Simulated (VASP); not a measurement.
A run of VASP 6.6.1 is set up as follows.

The input INCAR:

```
SYSTEM = ZnSe
ALGO = Normal
EDIFF = 1E-7
ENCUT = 520
GGA = PS
ISIF = 2
ISMEAR = 0
LASPH = .TRUE.
LCHARG = .FALSE.
LREAL = .FALSE.
LWAVE = .FALSE.
NBANDS = 26
NELM = 100
PREC = Accurate
SIGMA = 0.02
```

File KPOINTS:

```
k-points
0
G
  8 8 6
  0 0 0
```

Contents of POSCAR:

```
ZnSe
1.0
    2.9856210897      2.9856210897      0.0000000000
   -2.9856210897      2.9856210897      0.0000000000
    0.0000000000      0.0000000000      5.2071356861
Zn Se
2 2
Direct
    0.0000000000      0.0000000000      0.0000000000
    0.5000000000      0.5000000000      0.5000000000
    0.5000000000      0.0000000000      0.2500000000
    0.0000000000      0.5000000000      0.7500000000
```

Potentials or basis: VASP PAW PBE potentials, release 64 (Zn, Se).

Run with:

```sh
$ cat potpaw_PBE.64/Zn/POTCAR potpaw_PBE.64/Se/POTCAR > POTCAR
$ mpirun -np 1 vasp_std > vasp.out
```

Predict the pressure.

-2.4 GPa.

Estimate the band gap on the k mesh.

0.79 eV.

Stress tensor (GPa, compression positive):
```
-3.68  0.00  0.00
 0.00 -3.68  0.00
 0.00  0.00  0.21
```

Caveat: the cell differs from its parent crystal (biaxial strain in the a-b plane: +6.0 %, then relaxed in part); the PAW data sets were made with another functional, which shifts forces and pressure a little.
